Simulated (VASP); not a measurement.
# GaAs (F-43m) in VASP: a series of runs

GaAs is run at these levels: PBE, BLYP, PBE0; tasks: single point.

All numbers are computed with VASP 6.6.1; they aren't measurements. Logs are shortened: lines on timing, memory, paths and dates and some standing lists are left out, and cuts for length are marked.

**What was measured.**

“Evidence of valence band perturbations in GaAsN/GaAs(001): A combined variable-angle spectroscopic ellipsometry and modulated photoreflectance investigation”, 2008, arxiv:0805.2212 reports, for a bulk crystal of GaAs at 300 K: band gap 1.412 ± 0.01 eV (direct).

The runs below are set against these values where they give the same quantity.

## 1. The cell of the first run

The structure is cubic, space group F-43m (No. 216). Conventional cell: a = 5.654 Å, b = 5.654 Å, c = 5.654 Å, α = 90.00°, β = 90.00°, γ = 90.00°. As (site symmetry -43m) has 4 Ga at 2.45 Å within 3.2 Å. Within 3.2 Å of Ga (site symmetry -43m) lie 4 As at 2.45 Å.

## 2. Single point, PBE

File INCAR:

```
ALGO = Normal ; EDIFF = 1E-6
ENCUT = 520 ; GGA = PE
ISIF = 2 ; ISMEAR = -1
LASPH = T ; LCHARG = T
LELF = T ; LREAL = F
LVHAR = T ; LWAVE = F
NBANDS = 16 ; NELM = 100
PREC = Accurate ; SIGMA = 0.02
```

File KPOINTS:

```
k-points
0
Gamma
  6 6 6
```

File POSCAR:

```
GaAs
1.0
    0.0000000000      2.8268500000      2.8268500000
    2.8268500000      0.0000000000      2.8268500000
    2.8268500000      2.8268500000      0.0000000000
As Ga
1 1
Direct
    0.7500000000      0.7500000000      0.7500000000
    0.0000000000      0.0000000000      0.0000000000
```

Potentials or basis: VASP PAW PBE potentials, release 64 (As, Ga_d).

The run is started by

```bash
$ cat potpaw_PBE.64/As/POTCAR potpaw_PBE.64/Ga_d/POTCAR > POTCAR
$ mpirun -np 1 vasp_std > vasp.out
```

OUTCAR:

```text
EDIFF = 1E-6
   ENCUT = 520
   GGA = PE
   ISIF = 2
   ISMEAR = -1
   LASPH = T
   LREAL = F
   NELM = 100
   PREC = Accurate

 ion  position               nearest neighbor table
   1  0.750  0.750  0.750-   2 2.45   2 2.45   2 2.45   2 2.45
   2  0.000  0.000  0.000-   1 2.45   1 2.45   1 2.45   1 2.45

  LATTYP: Found a face centered cubic cell.
 ALAT       =     5.6537000000

  Lattice vectors:

 A1 = (   0.0000000000,   2.8268500000,   2.8268500000)
 A2 = (   2.8268500000,   0.0000000000,   2.8268500000)
 A3 = (   2.8268500000,   2.8268500000,   0.0000000000)

Analysis of symmetry for initial positions (statically):
=====================================================================
 Subroutine PRICEL returns:
 Original cell was already a primitive cell.

 Routine SETGRP: Setting up the symmetry group for a
 face centered cubic supercell.

 Subroutine GETGRP returns: Found 24 space group operations
 (whereof 24 operations were pure point group operations)
 out of a pool of 48 trial point group operations.

The static configuration has the point symmetry T_d .

Analysis of symmetry for dynamics (positions and initial velocities):
=====================================================================
 Subroutine PRICEL returns:
 Original cell was already a primitive cell.

 Routine SETGRP: Setting up the symmetry group for a
 face centered cubic supercell.

 Subroutine GETGRP returns: Found 24 space group operations
 (whereof 24 operations were pure point group operations)
 out of a pool of 48 trial point group operations.

The dynamic configuration has the point symmetry T_d .

 Subroutine INISYM returns: Found 24 space group operations
 (whereof 24 operations are pure point group operations),
 and found     1 'primitive' translations

----------------------------------------------------------------------------------------

                                     Primitive cell

  volume of cell :      45.1792

  direct lattice vectors                    reciprocal lattice vectors
     0.000000000  2.826850000  2.826850000    -0.176875321  0.176875321  0.176875321
     2.826850000  0.000000000  2.826850000     0.176875321 -0.176875321  0.176875321
     2.826850000  2.826850000  0.000000000     0.176875321  0.176875321 -0.176875321

  length of vectors
     3.997769609  3.997769609  3.997769609     0.306357042  0.306357042  0.306357042

  position of ions in fractional coordinates (direct lattice)
     0.750000000  0.750000000  0.750000000
     0.000000000  0.000000000  0.000000000

  ion indices of the primitive-cell ions
   primitive index   ion index
                 1           1
                 2           2

----------------------------------------------------------------------------------------

 KPOINTS: k-points

Automatic generation of k-mesh.
 Grid dimensions read from file:
 generate k-points for:    6    6    6

 Generating k-lattice:

  Cartesian coordinates                     Fractional coordinates (reciprocal lattice)
    -0.029479220  0.029479220  0.029479220     0.166666667  0.000000000  0.000000000
     0.029479220 -0.029479220  0.029479220     0.000000000  0.166666667  0.000000000
     0.029479220  0.029479220 -0.029479220     0.000000000  0.000000000  0.166666667

  Length of vectors
     0.051059507  0.051059507  0.051059507

  Shift w.r.t. Gamma in fractional coordinates (k-lattice)
     0.000000000  0.000000000  0.000000000

 Subroutine IBZKPT returns following result:
 ===========================================

 Found     16 irreducible k-points:

 Following reciprocal coordinates:
            Coordinates               Weight
  0.000000  0.000000  0.000000      1.000000
  0.166667  0.000000  0.000000      8.000000
  0.333333  0.000000  0.000000      8.000000
  0.500000  0.000000  0.000000      4.000000
  0.166667  0.166667  0.000000      6.000000
  0.333333  0.166667  0.000000     24.000000
[... 8 lines left out ...]
 -0.333333  0.333333  0.166667     24.000000
 -0.333333  0.500000  0.166667     12.000000
   k-points           NKPTS =     16   k-points in BZ     NKDIM =     16   number of bands    NBANDS=     16
   number of dos      NEDOS =    301   number of ions     NIONS =      2
   total plane-waves  NPLWV =  27000
   dimension x,y,z NGX =    30 NGY =   30 NGZ =   30
   dimension x,y,z NGXF=    60 NGYF=   60 NGZF=   60
   ions per type =               1   1
   NGX,Y,Z   is equivalent  to a cutoff of  12.48, 12.48, 12.48 a.u.
   NGXF,Y,Z  is equivalent  to a cutoff of  24.95, 24.95, 24.95 a.u.
 SYSTEM =  unknown system
   PREC   = accura    normal or accurate (medium, high low for compatibility)
   ISTART =      0    job   : 0-new  1-cont  2-samecut
   ICHARG =      2    charge: 1-file 2-atom 10-const
   ISPIN  =      1    spin polarized calculation?
   LNONCOLLINEAR =      F non collinear calculations
   LSORBIT =      F    spin-orbit coupling
   LASPH  =      T    aspherical Exc in radial PAW
   ENCUT  =  520.0 eV  38.22 Ry    6.18 a.u.   7.43  7.43  7.43*2*pi/ulx,y,z
   NELM   =    100;   NELMIN=  2; NELMDL= -5     # of ELM steps
   EDIFF  = 0.1E-05   stopping-criterion for ELM
   LREAL  =      F    real-space projection
   EDIFFG = 0.1E-04   stopping-criterion for IOM
   NSW    =      0    number of steps for IOM
   IBRION =     -1    ionic relax: 0-MD 1-quasi-New 2-CG
   NFREE  =      0    steps in history (QN), initial steepest desc. (CG)
   ISIF   =      2    stress and relaxation
   ISYM   =      2    0-nonsym 1-usesym 2-fastsym
   POTIM  = 0.5000    time-step for ionic-motion
   TEBEG  =    0.0;   TEEND  =   0.0 temperature during run
   PSTRESS=    0.0 pullay stress
   NELECT =      18.0000    total number of electrons
   NUPDOWN=      -1.0000    fix difference up-down
   EMIN   =  10.00;   EMAX   =-10.00  energy-range for DOS
   EFERMI =   0.00;   METHOD = LEGACY
   ISMEAR =    -1;   SIGMA  =   0.02  broadening in eV -4-tet -1-fermi 0-gaus
   EFERMI_NEDOS =   21; number of points for ismear=-14 and -15
   IALGO  =     38    algorithm
   IMIX   =      4    mixing-type and parameters
     AMIX     =   0.40;   BMIX     =  1.00
     AMIX_MAG =   1.60;   BMIX_MAG =  1.00
  volume/ion in A,a.u.               =      22.59       152.44
  Fermi-wavevector in a.u.,A,eV,Ry     =   1.204628  2.276417 19.743799  1.451128
  Thomas-Fermi vector in A             =   2.340347
   LORBIT       =      0    0 simple, 1 ext, 2 COOP (PROOUT), +10 PAW based schemes
   GGA     = PE    functional components
[... 5 lines left out ...]
 non-spin polarized calculation
  energy-cutoff  :      520.00
  volume of cell :       45.18
 maximum number of plane-waves:      1243
 NGX is ok and might be reduce to    30
   NGX = 15   NGY = 15   NGZ = 15

 number of electron      17.9999995 magnetization

 Free energy of the ion-electron system (eV)
  ---------------------------------------------------
  ext. energy  EPLUGINS =         0.00000000
  ---------------------------------------------------
  free energy    TOTEN  =        -8.22700785 eV

  energy without entropy =       -8.22700783  energy(sigma->0) =       -8.22700784

 E-fermi :   4.2104     XC(G=0):  -9.5835

 val. band max:        3.9404458763   @ k =   0.0000   0.0000   0.0000
 cond. band min:       4.4583921111   @ k =   0.0000   0.0000   0.0000
 fundamental gap:      0.5179462348
 Fermi energy:         4.2103890743

 k-point     1 :       0.0000    0.0000    0.0000
  band No.  band energies     occupation
      1     -10.8783      2.00000
      2     -10.8783      2.00000
      3     -10.8783      2.00000
      4     -10.7994      2.00000
      5     -10.7994      2.00000
      6      -8.7856      2.00000
[... 8 lines left out ...]
     15      14.0578      0.00000
     16      14.0578      0.00000

 k-point     2 :       0.1667    0.0000    0.0000
  band No.  band energies     occupation
      1     -10.9007      2.00000
      2     -10.8724      2.00000
      3     -10.8724      2.00000
      4     -10.7996      2.00000
      5     -10.7996      2.00000
      6      -8.4652      2.00000
[... 8 lines left out ...]
     15      12.9789      0.00000
     16      12.9789      0.00000

 k-point     3 :       0.3333    0.0000    0.0000
  band No.  band energies     occupation
      1     -10.9398      2.00000
      2     -10.8626      2.00000
      3     -10.8626      2.00000
      4     -10.7978      2.00000
      5     -10.7978      2.00000
      6      -7.6375      2.00000
[... 8 lines left out ...]
     15      13.6010      0.00000
     16      13.6010      0.00000

 k-point     4 :       0.5000    0.0000    0.0000
  band No.  band energies     occupation
      1     -10.9573      2.00000
      2     -10.8590      2.00000
      3     -10.8590      2.00000
      4     -10.7956      2.00000
      5     -10.7956      2.00000
      6      -7.0197      2.00000
[... 8 lines left out ...]
     15      15.8051      0.00000
     16      15.8051      0.00000

 k-point     5 :       0.1667    0.1667    0.0000
  band No.  band energies     occupation
      1     -10.9127      2.00000
      2     -10.8665      2.00000
      3     -10.8665      2.00000
      4     -10.8047      2.00000
      5     -10.7962      2.00000
      6      -8.3583      2.00000
[... 8 lines left out ...]
     15      13.5904      0.00000
     16      14.5050      0.00000

 k-point     6 :       0.3333    0.1667    0.0000
  band No.  band energies     occupation
      1     -10.9430      2.00000
      2     -10.8579      2.00000
      3     -10.8555      2.00000
      4     -10.8075      2.00000
      5     -10.7937      2.00000
      6      -7.6874      2.00000
[... 8 lines left out ...]
     15      14.7048      0.00000
     16      14.8554      0.00000
[... 115 lines left out ...]
 k-point    13 :       0.5000    0.5000    0.0000
  band No.  band energies     occupation
      1     -10.9890      2.00000
      2     -10.8293      2.00000
      3     -10.8293      2.00000
      4     -10.8250      2.00000
      5     -10.7866      2.00000
      6      -6.2783      2.00000
[... 8 lines left out ...]
     15      17.2805      0.00000
     16      17.2891      0.00000

 k-point    14 :       0.5000    0.3333    0.1667
  band No.  band energies     occupation
      1     -10.9632      2.00000
      2     -10.8513      2.00000
      3     -10.8445      2.00000
      4     -10.8098      2.00000
      5     -10.7934      2.00000
      6      -6.9742      2.00000
[... 8 lines left out ...]
     15      15.0587      0.00000
     16      17.0574      0.00000

 k-point    15 :      -0.3333    0.3333    0.1667
  band No.  band energies     occupation
      1     -10.9707      2.00000
      2     -10.8507      2.00000
      3     -10.8395      2.00000
      4     -10.8074      2.00000
      5     -10.7958      2.00000
      6      -6.4686      2.00000
[... 8 lines left out ...]
     15      16.1085      0.00000
     16      16.6581      0.00000

 k-point    16 :      -0.3333    0.5000    0.1667
  band No.  band energies     occupation
      1     -10.9796      2.00000
      2     -10.8426      2.00000
      3     -10.8334      2.00000
      4     -10.8143      2.00000
      5     -10.7923      2.00000
      6      -6.2351      2.00000
[... 8 lines left out ...]
     15      16.1479      0.00000
     16      17.2725      0.00000

------------------------ aborting loop because EDIFF is reached ----------------------------------------

  FORCE on cell =-STRESS in cart. coord.  units (eV):
  Direction    XX          YY          ZZ          XY          YZ          ZX
  --------------------------------------------------------------------------------------
  -------------------------------------------------------------------------------------
  Total        0.9682034      0.9682034      0.9682034      0.0000000      0.0000000      0.0000000
  in kB       34.3351457     34.3351457     34.3351457      0.0000000      0.0000000      0.0000000
  external PRESSURE =      34.3351457 kB  Pullay stress =       0.0000000 kB

 VOLUME and BASIS-vectors are now :
 -----------------------------------------------------------------------------
  energy-cutoff  :      520.00
  volume of cell :       45.18
      direct lattice vectors                 reciprocal lattice vectors
     0.000000000  2.826850000  2.826850000    -0.176875321  0.176875321  0.176875321
     2.826850000  0.000000000  2.826850000     0.176875321 -0.176875321  0.176875321
     2.826850000  2.826850000  0.000000000     0.176875321  0.176875321 -0.176875321

 POSITION                                       TOTAL-FORCE (eV/Angst)
 -----------------------------------------------------------------------------------
      4.24027      4.24027      4.24027        -0.000000     -0.000000      0.000000
      0.00000      0.00000      0.00000         0.000000      0.000000     -0.000000
 -----------------------------------------------------------------------------------
    total drift:                               -0.000002     -0.000002     -0.000002

  FREE ENERGIE OF THE ION-ELECTRON SYSTEM (eV)
  ---------------------------------------------------
  free  energy   TOTEN  =        -8.2270078487 eV

  energy  without entropy=       -8.2270078274  energy(sigma->0) =       -8.22700784
```

Run time: 8.1 s. Hardware: 1 thread of Intel Xeon Platinum 8488C (Sapphire Rapids), shared host; peak memory 0.17 GiB.

What came out:

| Property | Result |
| --- | --- |
| Free energy | -8.2270 eV |
| Pressure | 3.4 GPa |
| Band gap on the k mesh | 0.52 eV |

Caveat: the cell stands under pressure. A k mesh can miss the band edges.

## 3. Single point, BLYP (21.69 Å³/atom)

This run uses another cell than the first one, of 21.69 Å³/atom.

File INCAR:

```
SYSTEM = GaAs
PREC = Accurate
ENCUT = 520
EDIFF = 1E-6
ISMEAR = 0
SIGMA = 0.01
LREAL = .FALSE.
LASPH = .TRUE.
NELM = 80
ALGO = Normal
ISIF = 2
LWAVE = .FALSE.
LCHARG = .FALSE.
GGA = B5
ALDAX = 1.0
AGGAX = 1.0
AGGAC = 1.0
ALDAC = 0.0
NBANDS = 16
```

File KPOINTS:

```
regular mesh
0
G
  8 8 8
  0 0 0
```

File POSCAR:

```
GaAs
1.0
    0.0000000000      2.7886446409      2.7886446409
    2.7886446409      0.0000000000      2.7886446409
    2.7886446409      2.7886446409      0.0000000000
As Ga
1 1
Direct
    0.7500000000      0.7500000000      0.7500000000
    0.0000000000      0.0000000000      0.0000000000
```

Potentials or basis: VASP PAW PBE potentials, release 64 (As, Ga_d).

The run is started by

```bash
$ cat potpaw_PBE.64/As/POTCAR potpaw_PBE.64/Ga_d/POTCAR > POTCAR
$ mpirun -np 1 vasp_std > vasp.out
```

Run time: 19 s. Hardware: 1 thread of Intel Xeon Platinum 8488C (Sapphire Rapids), shared host; peak memory 0.17 GiB.

The run converged. Its results:

- Free energy: -6.8041 eV
- Pressure: 10.9 GPa
- Band gap on the k mesh: 0.71 eV

Levels at points of the mesh, in eV from the valence-band top:
| k point | band 7 | band 8 | band 9 | band 10 | band 11 | band 12 |
| --- | --- | --- | --- | --- | --- | --- |
| (0.00, 0.00, 0.00) | 0.00 | 0.00 | 0.00 | 0.71 | 3.77 | 3.77 |
| (0.50, 0.00, 0.00) | -6.84 | -1.20 | -1.20 | 1.11 | 4.72 | 4.72 |
| (0.50, 0.50, 0.00) | -7.03 | -2.79 | -2.79 | 1.55 | 1.72 | 10.43 |

Caveat: the cell stands under pressure; the PAW data sets were made with another functional, which shifts forces and pressure a little. A k mesh can miss the band edges.

[end of part 1 of 2]
